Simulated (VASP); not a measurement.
The system is La2O3.

```
La O
1.0
     3.93078    0.00000    0.00000
    -1.96539    3.40415    0.00000
     0.00000    0.00000    6.11195
La O
2 3
Direct
  0.33333 0.66667 0.24624
  0.66667 0.33333 0.75376
  0.00000 0.00000 0.00000
  0.33333 0.66667 0.64589
  0.66667 0.33333 0.35411
```

| Quantity | Value |
| --- | --- |
| Program | VASP 6.6.1 |
| Task | relaxation of cell and atoms |
| Functional | LDA |
| Potentials or basis | VASP PAW LDA potentials, release 64 (La, O) |
| Cutoff | 600 eV |
| k mesh | 8 × 8 × 5 |
| Occupations | fermi-dirac, width 0.05 eV |
| Spin | no spin polarisation |
| Hubbard terms | La f U = 4.0 eV |

At the start: pressure -3.3 GPa; volume 16.36 Å³/atom.

Problem. How do energy, volume and symmetry change on relaxing?

Solution. Over 10 steps the energy falls by 4.7 meV/atom and the volume is 15.90 Å³/atom (-2.8 %); space group P-3m1 (No. 164, to 0.05 Å).

The path:
```csv
step,energy change (eV),largest force (eV/Å),pressure (GPa),volume (Å³)
1,0.0000,0.0450,-3.32,81.78
2,0.0062,0.4184,4.12,77.84
3,-0.0199,0.1742,0.01,79.92
4,-0.0227,0.0265,-0.03,79.73
5,-0.0229,0.0332,-0.01,79.65
6,-0.0233,0.0344,0.01,79.62
7,-0.0234,0.0351,0.03,79.58
8,-0.0236,0.0218,-0.09,79.61
9,-0.0236,0.0120,-0.17,79.62
10,-0.0237,0.0053,0.01,79.52
```

Final structure:
```yaml
crystal:
  lattice:
    - [3.91186, 0.00000, 0.00000]
    - [-1.95593, 3.38777, 0.00000]
    - [0.00000, 0.00000, 6.00021]
  atoms:
    - { symbol: La, position: [0.33333, 0.66667, 0.24427] }
    - { symbol: La, position: [0.66667, 0.33333, 0.75573] }
    - { symbol: O, position: [0.00000, 0.00000, 0.00000] }
    - { symbol: O, position: [0.33333, 0.66667, 0.64653] }
    - { symbol: O, position: [0.66667, 0.33333, 0.35347] }
```
